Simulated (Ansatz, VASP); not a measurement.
**One calculation of InSb3, two programs**

```xyz
4
Lattice="0.0000 3.7901 3.7901 3.7901 0.0000 3.7901 3.7901 3.7901 0.0000" Properties=species:S:1:pos:R:3 pbc="T T T"
In    0.0000    0.0000    0.0000
Sb    1.8951    1.8951    1.8951
Sb    5.6852    5.6852    5.6852
Sb    3.7901    3.7901    3.7901
```

Alike in both runs: functional PBE; k mesh 10 × 10 × 10; occupations gaussian, width 0.1 eV; no spin polarisation.

Ansatz relaxed the structure, and its values are those at the end. VASP's run is a single point on that final structure, the one shown.

|  | VASP | Ansatz |
| --- | --- | --- |
| version | VASP 6.6.1 | Ansatz 0.2.0 |
| potentials or method | VASP PAW PBE potentials, release 64 (In_d, Sb), cutoff 520 eV | scalar-relativistic, plane waves, PAW |
| valence electrons in the cell | 28 | 58 |

```tsv
	VASP	Ansatz	Ansatz less VASP
gap on the k mesh at the Fermi level (eV)	none	none	-
pressure (GPa)	0.0	0.0	+0.09
```

A gap of «none» marks a metal or a gap that the smearing closes. The functional is the same, so the differences come from potentials, cutoffs and numerics. VASP's potentials hold 28 valence electrons a cell and Ansatz's 58, so a difference there can come from the potentials and not from the codes.

Spin-orbit coupling is off throughout.
